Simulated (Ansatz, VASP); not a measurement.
# TePb in VASP and in Ansatz

```xyz
2
Lattice="-0.0645 3.1947 3.1947 3.1947 -0.0645 3.1947 3.1947 3.1947 -0.0645" Properties=species:S:1:pos:R:3 pbc="T T T"
Te    3.1625    3.1625    3.1625
Pb    0.0000    0.0000    0.0000
```

Change from the starting cell: equal xy, yz and zx shear strains of -2 %, PAW files.

Alike in both runs: task electric field gradients; functional PBEsol; k mesh 10 × 10 × 10; occupations fermi-dirac, width 0.03 eV; no spin polarisation.

```csv
,VASP,Ansatz
version,VASP 6.6.1,Ansatz 0.2.0
potentials or method,"VASP PAW PBE potentials, release 64 (Te, Pb_d)","PAW with Ansatz's default frozen-core files, scalar-relativistic"
plane-wave cutoff (eV),520,420
valence electrons in the cell,20,30
```

|  | VASP | Ansatz | Ansatz less VASP |
| --- | --- | --- | --- |
| pressure (GPa) | -0.3 | -0.2 | +0.02 |
| traceless stress, the component that is largest in VASP (GPa) | 0.29 | 0.29 | 0.000 |
| size of Vzz on the site where it differs most (V/Å²) | 1.6 | 3.5 | +1.85 |

VASP's potentials were made for PBE, not for PBEsol. With one functional, cell and mesh, what is left measures potentials, basis and numerics. VASP's potentials hold 20 valence electrons a cell and Ansatz's 30, so a difference there can come from the potentials and not from the codes.

Neither program's run includes spin-orbit coupling.
